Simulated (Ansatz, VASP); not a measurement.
# Sc in VASP and in Ansatz

INCAR

```
SYSTEM = Sc
PREC = Accurate
ENCUT = 500
EDIFF = 1E-7
ISMEAR = 0
SIGMA = 0.1
LREAL = .FALSE.
LASPH = .TRUE.
NELM = 120
ALGO = Normal
ISIF = 3
LWAVE = .FALSE.
LCHARG = .FALSE.
GGA = PE
IBRION = 2
NSW = 80
EDIFFG = -0.05
GGA_COMPAT = .FALSE.
NELMIN = 4
```

The input KPOINTS:

```
regular mesh
0
G
  8 8 8
  0 0 0
```

The input POSCAR:

```
Sc
1.0
    0.0000000000      2.1444558927      2.1444558927
    2.1444558927      0.0000000000      2.1444558927
    2.1444558927      2.1444558927      0.0000000000
Sc
1
Direct
    0.0000000000      0.0000000000      0.0000000000
```

Input for Ansatz:

```yaml
crystal:
  lattice:
    - [0.0, 2.1444558927, 2.1444558927]
    - [2.1444558927, 0.0, 2.1444558927]
    - [2.1444558927, 2.1444558927, 0.0]
  atoms:
    - { symbol: Sc, position: [0.0, 0.0, 0.0] }
basis:
  ecutwfc: 420
kpoints:
  mp_grid: { grid: [8, 8, 8] }
hamiltonian:
  xc: pbe
scf:
  occupations: { method: gaussian, width: 0.1 }
output:
  forces: true
  stress: true
  eigenvalues: true
relax:
  adjacent_minimum: "off"
  f_tol: 0.05
  max_steps: 60
  cell: { stress_tol: 0.5 }
```

Alike in both runs: task relaxation of cell and atoms; functional PBE; k mesh 8 × 8 × 8; occupations gaussian, width 0.1 eV; no spin polarisation.

|  | VASP | Ansatz |
| --- | --- | --- |
| version | VASP 6.6.1 | Ansatz 0.2.0 |
| potentials or method | VASP PAW PBE potentials, release 64 (Sc_sv), cutoff 500 eV | scalar-relativistic, plane waves, PAW |
| valence electrons in the cell | 11 | 11 |

Ansatz gave:

* gap on the k mesh at the Fermi level, each at its own relaxed structure (eV): none
* relaxed volume (Å³/atom): 24.63
* relaxed cell length with the largest relative difference (Å): 3.266

Problem. Which values does VASP return?

Solution. gap on the k mesh at the Fermi level, each at its own relaxed structure (eV): none; relaxed volume (Å³/atom): 24.56; relaxed cell length with the largest relative difference (Å): 3.263.

A gap of «none» marks a metal or a gap that the smearing closes.

Noted on VASP's run: the volume moved by over 15 % at a fixed basis, so the end points are rough.
